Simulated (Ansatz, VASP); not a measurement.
**NaF in VASP and in Ansatz**

The input INCAR:

```
PREC = Accurate
ENCUT = 520
EDIFF = 1E-7
ISMEAR = -1
SIGMA = 0.05
LREAL = False
LASPH = True
NELM = 60
ALGO = Normal
ISIF = 2
LWAVE = False
LCHARG = False
GGA = PE
NBANDS = 14
```

File KPOINTS:

```
Automatic mesh
0
Gamma
  10 10 10
```

Contents of POSCAR:

```
NaF
1.0
    0.0000000000      2.3505298169      2.3505298169
    2.3505298169      0.0000000000      2.3505298169
    2.3505298169      2.3505298169      0.0000000000
Na F
1 1
Direct
    0.0000000000      0.0000000000      0.0000000000
    0.5000000000      0.5000000000      0.5000000000
```

File input.yaml:

```yaml
crystal:
  lattice:
    - [0.0, 2.3505298169, 2.3505298169]
    - [2.3505298169, 0.0, 2.3505298169]
    - [2.3505298169, 2.3505298169, 0.0]
  atoms:
    - { symbol: Na, position: [0.0, 0.0, 0.0] }
    - { symbol: F, position: [0.5, 0.5, 0.5] }
kpoints:
  mp_grid: { grid: [10, 10, 10] }
scf:
  occupations: { method: fermi_dirac, width: 0.05 }
hamiltonian:
  xc: pbe
  pseudopotentials: { kind: all_electron, lapw: { basis_error: 0.0005 } }
output:
  forces: true
  stress: true
  eigenvalues: true
```

Change from the starting cell: volume scaled by 1.04.

Alike in both runs: task single point; functional PBE; k mesh 10 × 10 × 10; occupations fermi-dirac, width 0.05 eV; no spin polarisation.

|  | VASP | Ansatz |
| --- | --- | --- |
| version | VASP 6.6.1 | Ansatz 0.2.0 |
| potentials or method | VASP PAW PBE potentials, release 64 (Na_pv, F), cutoff 520 eV | all-electron LAPW, scalar-relativistic |

```csv
,VASP,Ansatz,Ansatz less VASP
gap on the k mesh at the Fermi level (eV),6.07,6.08,+0.011
least direct gap on the mesh (eV),6.07,6.08,+0.011
pressure (GPa),-0.1,0.0,+0.16
```

Ansatz ran all-electron here, and VASP with PAW potentials.
